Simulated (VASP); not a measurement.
# MgO (Cm) in VASP: notebook

MgO is run at these levels: PBE; tasks: single point.

Everything below comes from runs of VASP 6.6.1. Logs are shortened: lines on timing, memory, paths and dates and some standing lists are left out, and cuts for length are marked.

### Step 1. The cell of the first run

The structure is monoclinic, space group Cm (No. 8). The conventional cell has a = 4.254 Å, b = 4.254 Å, c = 3.008 Å, α = 90.00°, β = 135.00°, γ = 90.00°. Within 2.4 Å of Mg (site symmetry m) lie 4 O at 1.79 to 2.18 Å. Within 2.4 Å of O (site symmetry m) lie 4 Mg at 1.79 to 2.18 Å.

### Step 2. Single point, PBE (mode 4 frozen in at -0.215 Å and mode 5 at -0.172 Å (largest displacements))

The input, INCAR:

```
ALGO = Normal
EDIFF = 1E-7
ENCUT = 520
GGA = PE
ISIF = 2
ISMEAR = 0
LASPH = T
LCHARG = F
LREAL = F
LWAVE = F
NBANDS = 11
NELM = 60
PREC = Accurate
SIGMA = 0.05
```

The input, KPOINTS:

```
k-points
0
Gamma
  10 10 10
```

The input, POSCAR:

```
MgO
1.0
    0.0000000000      2.1272186771      2.1272186771
    2.1272186771      0.0000000000      2.1272186771
    2.1272186771      2.1272186771      0.0000000000
Mg O
1 1
Direct
   -0.0066530921      0.0066530921      0.0598778289
    0.5101070944      0.4898929056      0.4090361503
```

Potentials or basis: VASP PAW PBE potentials, release 64 (Mg, O).

Started as:

```console
> cat potpaw_PBE.64/Mg/POTCAR potpaw_PBE.64/O/POTCAR > POTCAR
> mpirun -np 1 vasp_std > vasp.out
```

OUTCAR:

```text
EDIFF = 1E-7
   ENCUT = 520
   GGA = PE
   ISIF = 2
   ISMEAR = 0
   LASPH = T
   LREAL = F
   NELM = 60
   PREC = Accurate

 ion  position               nearest neighbor table
   1  0.993  0.007  0.060-   2 1.79   2 1.88   2 2.18   2 2.18   2 2.44   2 2.50
   2  0.510  0.490  0.409-   1 1.79   1 1.88   1 2.18   1 2.18   1 2.44   1 2.50

  LATTYP: Found a face centered cubic cell.
 ALAT       =     4.2544373542

  Lattice vectors:

 A1 = (   0.0000000000,   2.1272186771,   2.1272186771)
 A2 = (   2.1272186771,   0.0000000000,   2.1272186771)
 A3 = (   2.1272186771,   2.1272186771,   0.0000000000)

Analysis of symmetry for initial positions (statically):
=====================================================================
 Subroutine PRICEL returns:
 Original cell was already a primitive cell.

 Routine SETGRP: Setting up the symmetry group for a
 face centered cubic supercell.

 Subroutine GETGRP returns: Found  2 space group operations
 (whereof  2 operations were pure point group operations)
 out of a pool of 48 trial point group operations.

The static configuration has the point symmetry C_1h.

Analysis of symmetry for dynamics (positions and initial velocities):
=====================================================================
 Subroutine PRICEL returns:
 Original cell was already a primitive cell.

 Routine SETGRP: Setting up the symmetry group for a
 face centered cubic supercell.

 Subroutine GETGRP returns: Found  2 space group operations
 (whereof  2 operations were pure point group operations)
 out of a pool of 48 trial point group operations.

The dynamic configuration has the point symmetry C_1h.

 Subroutine INISYM returns: Found  2 space group operations
 (whereof  2 operations are pure point group operations),
 and found     1 'primitive' translations

----------------------------------------------------------------------------------------

                                     Primitive cell

  volume of cell :      19.2516

  direct lattice vectors                    reciprocal lattice vectors
     0.000000000  2.127218677  2.127218677    -0.235048707  0.235048707  0.235048707
     2.127218677  0.000000000  2.127218677     0.235048707 -0.235048707  0.235048707
     2.127218677  2.127218677  0.000000000     0.235048707  0.235048707 -0.235048707

  length of vectors
     3.008341503  3.008341503  3.008341503     0.407116303  0.407116303  0.407116303

  position of ions in fractional coordinates (direct lattice)
     0.993346908  0.006653092  0.059877829
[... 88 lines left out ...]
   PSTRESS=    0.0 pullay stress
   NELECT =       8.0000    total number of electrons
   NUPDOWN=      -1.0000    fix difference up-down
   EMIN   =  10.00;   EMAX   =-10.00  energy-range for DOS
   EFERMI =   0.00;   METHOD = LEGACY
   ISMEAR =     0;   SIGMA  =   0.05  broadening in eV -4-tet -1-fermi 0-gaus
   EFERMI_NEDOS =   21; number of points for ismear=-14 and -15
   IALGO  =     38    algorithm
   IMIX   =      4    mixing-type and parameters
     AMIX     =   0.40;   BMIX     =  1.00
     AMIX_MAG =   1.60;   BMIX_MAG =  1.00
  volume/ion in A,a.u.               =       9.63        64.96
  Fermi-wavevector in a.u.,A,eV,Ry     =   1.221657  2.308597 20.305965  1.492446
  Thomas-Fermi vector in A             =   2.356832
   LORBIT       =      0    0 simple, 1 ext, 2 COOP (PROOUT), +10 PAW based schemes
   GGA     = PE    functional components
   LHFCALC =     F    Hartree Fock is set to
   AEXX    =    0.0000 exact exchange contribution
   IVDW    =     0    specifies the selected vdW correction
   LEPSILON=     F    determine dielectric tensor
   LRPA    =     F    only Hartree local field effects (RPA)
 non-spin polarized calculation
 Gauss-broadening in eV      SIGMA  =   0.05
  energy-cutoff  :      520.00
  volume of cell :       19.25
 maximum number of plane-waves:       534
 NGX is ok and might be reduce to    24
   NGX = 11   NGY = 11   NGZ = 11

 number of electron       7.9999999 magnetization

 Free energy of the ion-electron system (eV)
  ---------------------------------------------------
  ext. energy  EPLUGINS =         0.00000000
  ---------------------------------------------------
  free energy    TOTEN  =       -11.32093537 eV

  energy without entropy =      -11.32093537  energy(sigma->0) =      -11.32093537

 E-fermi :   3.1165     XC(G=0): -10.8640

 val. band max:        2.8404276575   @ k =   0.1000   0.0000   0.0000
 cond. band min:       7.1846797761   @ k =   0.0000   0.0000   0.0000
 fundamental gap:      4.3442521185
 Fermi energy:         3.1164945560

 k-point     1 :       0.0000    0.0000    0.0000
  band No.  band energies     occupation
      1     -14.2422      2.00000
      2       2.5443      2.00000
      3       2.8166      2.00000
      4       2.8174      2.00000
      5       7.1847      0.00000
      6      18.5456      0.00000
      7      19.4081      0.00000
      8      19.6574      0.00000
      9      21.9095      0.00000
     10      24.3649      0.00000
     11      24.5079      0.00000
[... 309 lines left out ...]
 k-point    24 :       0.1000    0.1000   -0.2000
  band No.  band energies     occupation
      1     -13.5871      2.00000
      2       0.0373      2.00000
      3       2.1028      2.00000
      4       2.4222      2.00000
      5      10.2716      0.00000
      6      14.9754      0.00000
      7      18.5346      0.00000
      8      19.1639      0.00000
      9      22.6355      0.00000
     10      25.1443      0.00000
     11      25.7883      0.00000

 [... further k-points ...]

------------------------ aborting loop because EDIFF is reached ----------------------------------------

  FORCE on cell =-STRESS in cart. coord.  units (eV):
  Direction    XX          YY          ZZ          XY          YZ          ZX
  --------------------------------------------------------------------------------------
  -------------------------------------------------------------------------------------
  Total        4.5902981      2.4467090     -0.4890946     -1.0957528      0.0000000      0.0000000
  in kB      382.0190890    203.6228435    -40.7039932    -91.1920046      0.0000000      0.0000000
  external PRESSURE =     181.6459798 kB  Pullay stress =       0.0000000 kB

 VOLUME and BASIS-vectors are now :
 -----------------------------------------------------------------------------
  energy-cutoff  :      520.00
  volume of cell :       19.25
      direct lattice vectors                 reciprocal lattice vectors
     0.000000000  2.127218677  2.127218677    -0.235048707  0.235048707  0.235048707
     2.127218677  0.000000000  2.127218677     0.235048707 -0.235048707  0.235048707
     2.127218677  2.127218677  0.000000000     0.235048707  0.235048707 -0.235048707

 POSITION                                       TOTAL-FORCE (eV/Angst)
 -----------------------------------------------------------------------------------
      0.14153      2.24044      2.12722        -2.742241     -1.319754      0.000000
      1.91222      1.95522      2.12722         2.742241      1.319754      0.000000
 -----------------------------------------------------------------------------------
    total drift:                                0.000015      0.000027      0.000001

  FREE ENERGIE OF THE ION-ELECTRON SYSTEM (eV)
  ---------------------------------------------------
  free  energy   TOTEN  =       -11.3209353676 eV

  energy  without entropy=      -11.3209353676  energy(sigma->0) =      -11.32093537
```

OSZICAR:

```text
N       E                     dE             d eps       ncg     rms          rms(c)
DAV:   1     0.156132559101E+02    0.15613E+02   -0.45104E+03  6860   0.641E+02
DAV:   2    -0.125872257700E+02   -0.28200E+02   -0.27527E+02  7179   0.139E+02
DAV:   3    -0.132135741579E+02   -0.62635E+00   -0.62588E+00  7579   0.185E+01
DAV:   4    -0.132151887024E+02   -0.16145E-02   -0.16145E-02  6834   0.109E+00
DAV:   5    -0.132151943093E+02   -0.56069E-05   -0.56069E-05  7488   0.616E-02    0.792E+00
DAV:   6    -0.113490698915E+02    0.18661E+01   -0.10644E+01  6843   0.179E+01    0.236E+00
DAV:   7    -0.113299061923E+02    0.19164E-01   -0.63420E-02  6957   0.222E+00    0.142E+00
DAV:   8    -0.113214919661E+02    0.84142E-02   -0.35281E-02  6543   0.206E+00    0.256E-01
DAV:   9    -0.113208199281E+02    0.67204E-03   -0.36583E-03  7245   0.435E-01    0.714E-02
DAV:  10    -0.113209326307E+02   -0.11270E-03   -0.35173E-04  6903   0.142E-01    0.194E-02
DAV:  11    -0.113209356012E+02   -0.29705E-05   -0.19145E-05  7458   0.352E-02    0.155E-02
DAV:  12    -0.113209353357E+02    0.26552E-06   -0.90063E-06  6915   0.226E-02    0.237E-03
DAV:  13    -0.113209353676E+02   -0.31924E-07   -0.97271E-08  6987   0.286E-03
   1 F= -.11320935E+02 E0= -.11320935E+02  d E =-.938702E-17
```

stdout:

```text
POSCAR found type information on POSCAR MgO
 POSCAR found :  2 types and       2 ions
 scaLAPACK will be used
 LDA part: xc-table for (Slater+PW92), standard interpolation
 POSCAR, INCAR and KPOINTS ok, starting setup
 FFT: planning ... GRIDC
 FFT: planning ... GRID_SOFT
 FFT: planning ... GRID
 WAVECAR not read
 entering main loop
```

It took 67 s on 1 thread of Intel Xeon 6975P-C, shared host; peak memory 0.19 GiB.

Results:

```
Free energy            : -11.3209 eV
Pressure               : 18.2 GPa
Largest force          : 3.043 eV/Å
Band gap on the k mesh : 4.34 eV, indirect (least direct gap 4.37 eV)
```

Forces in eV/Å, atoms in the order of the input:
```
Mg  -2.742 -1.320  0.000
O    2.742  1.320  0.000
```

Levels at points of the mesh, in eV from the valence-band top:
| k point | band 2 | band 3 | band 4 | band 5 | band 6 | band 7 |
| --- | --- | --- | --- | --- | --- | --- |
| (0.00, 0.00, 0.00) | -0.30 | -0.02 | -0.02 | 4.34 | 15.71 | 16.57 |
| (0.50, 0.00, 0.00) | -4.37 | -0.58 | -0.34 | 7.65 | 11.46 | 15.83 |
| (0.00, 0.00, 0.50) | -4.36 | -0.82 | -0.50 | 8.03 | 11.78 | 15.89 |
| (0.50, 0.50, 0.00) | -3.86 | -1.47 | -1.23 | 8.80 | 9.95 | 12.95 |
| (0.00, 0.50, 0.50) | -3.73 | -1.29 | -1.24 | 8.77 | 9.43 | 12.88 |
| (0.50, 0.00, 0.50) | -3.79 | -1.33 | -1.24 | 8.83 | 9.54 | 12.92 |

Caveat: the cell differs from its parent crystal (mode 4 frozen in at -0.215 Å and mode 5 at -0.172 Å (largest displacements)); forces of over 1 eV/Å act on the atoms, so gaps and moduli don't describe the material at rest.

### Step 3. Single point, PBE (mode 4 frozen in at -0.172 Å and mode 5 at -0.129 Å (largest displacements))

The input, INCAR:

```
SYSTEM = MgO
PREC = Accurate
ENCUT = 520
EDIFF = 1E-6
ISMEAR = 0
SIGMA = 0.05
LREAL = .False.
LASPH = .True.
NELM = 80
ALGO = Normal
ISIF = 2
LWAVE = .False.
LCHARG = .False.
GGA = PE
NBANDS = 11
```

The input, KPOINTS:

```
regular mesh
0
Gamma
  10 10 10
  0 0 0
```

The input, POSCAR:

```
MgO
1.0
    0.0000000000      2.1272186771      2.1272186771
    2.1272186771      0.0000000000      2.1272186771
    2.1272186771      2.1272186771      0.0000000000
Mg O
1 1
Direct
   -0.0066530921      0.0066530921      0.0465716447
    0.5101070944      0.4898929056      0.4292503391
```

Potentials or basis: VASP PAW PBE potentials, release 64 (Mg, O).

Started as:

```console
> cat potpaw_PBE.64/Mg/POTCAR potpaw_PBE.64/O/POTCAR > POTCAR
> mpirun -np 1 vasp_std > vasp.out
```

OUTCAR:

```text
SYSTEM = MgO
   PREC = Accurate
   ENCUT = 520
   EDIFF = 1E-6
   ISMEAR = 0
   LREAL = .False.
   LASPH = .True.
   NELM = 80
   ISIF = 2
   GGA = PE

 ion  position               nearest neighbor table
   1  0.993  0.007  0.047-   2 1.85   2 1.93   2 2.16   2 2.16   2 2.36   2 2.42
   2  0.510  0.490  0.429-   1 1.85   1 1.93   1 2.16   1 2.16   1 2.36   1 2.42

  LATTYP: Found a face centered cubic cell.
 ALAT       =     4.2544373542

  Lattice vectors:

 A1 = (   0.0000000000,   2.1272186771,   2.1272186771)
 A2 = (   2.1272186771,   0.0000000000,   2.1272186771)
 A3 = (   2.1272186771,   2.1272186771,   0.0000000000)

Analysis of symmetry for initial positions (statically):
=====================================================================
 Subroutine PRICEL returns:
 Original cell was already a primitive cell.

 Routine SETGRP: Setting up the symmetry group for a
 face centered cubic supercell.

 Subroutine GETGRP returns: Found  2 space group operations
 (whereof  2 operations were pure point group operations)
 out of a pool of 48 trial point group operations.

The static configuration has the point symmetry C_1h.

Analysis of symmetry for dynamics (positions and initial velocities):
[... 174 lines left out ...]
      6      18.5699      0.00000
      7      19.0807      0.00000
      8      19.2624      0.00000
      9      22.1269      0.00000
     10      24.2978      0.00000
     11      24.4112      0.00000
[... 309 lines left out ...]
 k-point    24 :       0.1000    0.1000   -0.2000
  band No.  band energies     occupation
      1     -13.5420      2.00000
      2       0.0714      2.00000
      3       2.2263      2.00000
      4       2.4319      2.00000
      5      10.2969      0.00000
      6      14.9533      0.00000
      7      18.5671      0.00000
      8      19.2839      0.00000
      9      22.2757      0.00000
     10      24.8998      0.00000
     11      25.7260      0.00000

 [... further k-points ...]

------------------------ aborting loop because EDIFF is reached ----------------------------------------

  FORCE on cell =-STRESS in cart. coord.  units (eV):
  Direction    XX          YY          ZZ          XY          YZ          ZX
  --------------------------------------------------------------------------------------
  -------------------------------------------------------------------------------------
  Total        2.8848263      1.3211167     -0.3578865     -0.5365172      0.0000000      0.0000000
  in kB      240.0843450    109.9475011    -29.7844462    -44.6506551      0.0000000      0.0000000
  external PRESSURE =     106.7491333 kB  Pullay stress =       0.0000000 kB

 VOLUME and BASIS-vectors are now :
 -----------------------------------------------------------------------------
  energy-cutoff  :      520.00
  volume of cell :       19.25
      direct lattice vectors                 reciprocal lattice vectors
     0.000000000  2.127218677  2.127218677    -0.235048707  0.235048707  0.235048707
     2.127218677  0.000000000  2.127218677     0.235048707 -0.235048707  0.235048707
     2.127218677  2.127218677  0.000000000     0.235048707  0.235048707 -0.235048707

 POSITION                                       TOTAL-FORCE (eV/Angst)
 -----------------------------------------------------------------------------------
      0.11322      2.21213      2.12722        -1.939578     -0.977217      0.000000
      1.95522      1.99822      2.12722         1.939578      0.977217      0.000000
 -----------------------------------------------------------------------------------
    total drift:                                0.000269      0.000222      0.000001

  FREE ENERGIE OF THE ION-ELECTRON SYSTEM (eV)
  ---------------------------------------------------
  free  energy   TOTEN  =       -11.5687583775 eV

  energy  without entropy=      -11.5687583775  energy(sigma->0) =      -11.56875838
```

stdout:

```text
POSCAR found type information on POSCAR MgO
 POSCAR found :  2 types and       2 ions
 scaLAPACK will be used
 LDA part: xc-table for (Slater+PW92), standard interpolation
 POSCAR, INCAR and KPOINTS ok, starting setup
 FFT: planning ... GRIDC
 FFT: planning ... GRID_SOFT
 FFT: planning ... GRID
 WAVECAR not read
 entering main loop
```

Wall time 63 s (1 thread of Intel Xeon 6975P-C, shared host); peak memory 0.19 GiB.

What came out:

- Free energy: -11.5688 eV
- Pressure: 10.7 GPa
- Largest force: 2.172 eV/Å
- Band gap on the k mesh: 4.40 eV, direct

Forces on the atoms (eV/Å):
```
Mg  -1.940 -0.977  0.000
O    1.940  0.977  0.000
```

Stress tensor (GPa, compression positive):
```
24.01 -4.47  0.00
-4.47 10.99  0.00
 0.00  0.00 -2.98
```

Caveat: the cell differs from its parent crystal (mode 4 frozen in at -0.172 Å and mode 5 at -0.129 Å (largest displacements)); forces of over 1 eV/Å act on the atoms, so gaps and moduli don't describe the material at rest.
